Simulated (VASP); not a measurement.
Here is a VASP 6.6.1 calculation.

Contents of INCAR:

```
SYSTEM = NbCu2
PREC = Accurate
ENCUT = 600
EDIFF = 1E-6
ISMEAR = 0
SIGMA = 0.1
LREAL = .False.
LASPH = .True.
NELM = 80
ALGO = Normal
ISIF = 3
LWAVE = .False.
LCHARG = .False.
GGA = PE
IBRION = 2
NSW = 90
EDIFFG = -0.04
```

KPOINTS

```
regular mesh
0
Gamma
  6 6 6
  0 0 0
```

Contents of POSCAR:

```
NbCu2
1.0
    0.0000000000      2.5863099800      2.5863099800
    2.5863099800      0.0000000000      2.5863099800
    2.5863099800      2.5863099800      0.0000000000
Nb Cu
1 2
Direct
    0.0000000000      0.0000000000      0.0000000000
    0.2500000000      0.2500000000      0.2500000000
    0.7500000000      0.7500000000      0.7500000000
```

Potentials or basis: VASP PAW PBE potentials, release 64 (Nb_sv, Cu).

The run is started by

```bash
$ cat potpaw_PBE.64/Nb_sv/POTCAR potpaw_PBE.64/Cu/POTCAR > POTCAR
$ mpirun -np 1 vasp_std > vasp.out
```

Question: What does it give for the relaxed volume?

Answer: 17.18 Å³/atom.

Question: Estimate the relaxed cell.

Answer: a = 4.177 Å, b = 4.177 Å, c = 4.177 Å, α = 60.00°, β = 60.00°, γ = 60.00°.

Question: Predict the space group after relaxing (to 0.05 Å).

Answer: Fm-3m (No. 225).

The path:
```
step  energy change (eV)  largest force (eV/Å)  pressure (GPa)  volume (Å³)
   1              0.0000                0.0000          113.02        34.60
   2             -0.3376                0.0000          -16.60        93.42
   3             -4.1444                0.0000           -5.11        54.35
   4             -4.1803                0.0000           -2.52        52.85
   5             -4.1892                0.0000            0.25        51.54
```

Caveat: the volume moved by over 15 % at a fixed basis, so the end points are rough.
